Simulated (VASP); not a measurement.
Write the native input for VASP 6.6.1 that does the following.

```
Task                   : relaxation of cell and atoms
Functional             : PBE
Potentials or basis    : VASP PAW PBE potentials, release 64 (Al, B, P)
Cutoff                 : 600 eV
k mesh                 : 8 × 8 × 6
Occupations            : gaussian, width 0.1 eV
Spin                   : no spin polarisation
Dipole correction      : no
Further INCAR settings : ALGO = Normal; EDIFF = 1e-07; IBRION = 2; EDIFFG = -0.01; NSW = 100; ISIF = 3
```

The structure of Al3BP2 lies in POSCAR:

```
Al3BP2
1.0
    4.5727352957      0.0000000000      0.0000000000
    0.0000000000      4.5727352957      0.0000000000
    0.0000000000      0.0000000000      7.7573623749
Al B P
3 1 2
Direct
    0.0000000000      0.0000000000      0.1765129436
    0.0000000000      0.0000000000      0.8234870564
    0.0000000000      0.0000000000      0.5000000000
    0.5000000000      0.5000000000      0.5000000000
    0.0000000000      0.5000000000      0.5000000000
    0.5000000000      0.0000000000      0.5000000000
```

The cell was built from a structure type or drawn by symmetry, and may not be a known phase.

One way to write it, as run:

INCAR

```
PREC = Accurate
ENCUT = 600
EDIFF = 1E-7
ISMEAR = 0
SIGMA = 0.1
LREAL = F
LASPH = T
NELM = 60
ALGO = Normal
ISIF = 3
LWAVE = F
LCHARG = F
GGA = PE
IBRION = 2
NSW = 100
EDIFFG = -0.01
```

KPOINTS

```
regular mesh
0
Gamma
  8 8 6
```

Potentials or basis: VASP PAW PBE potentials, release 64 (Al, B, P).

Command:

```bash
$ cat potpaw_PBE.64/Al/POTCAR potpaw_PBE.64/B/POTCAR potpaw_PBE.64/P/POTCAR > POTCAR
$ mpirun -np 1 vasp_std > vasp.out
```

Results of the run:

The relaxed volume is 27.16 Å³/atom, the relaxed cell is a = 4.566 Å, b = 4.566 Å, c = 7.819 Å, α = 90.00°, β = 90.00°, γ = 90.00° and the space group after relaxing (to 0.1 Å) is P4/mmm (No. 123). The energy gained by relaxing is 1.0 meV/atom. The ionic steps are 4. The pressure after relaxing is 0.0 GPa. The largest force after relaxing is 0.007 eV/Å. The band gap on the k mesh is zero (bands 11 and 12 overlap by 1.04 eV).

It took 5.2 min on 1 thread of Intel(R) Xeon(R) 6975P-C (Granite Rapids) (shared host), peak memory 0.43 GiB.
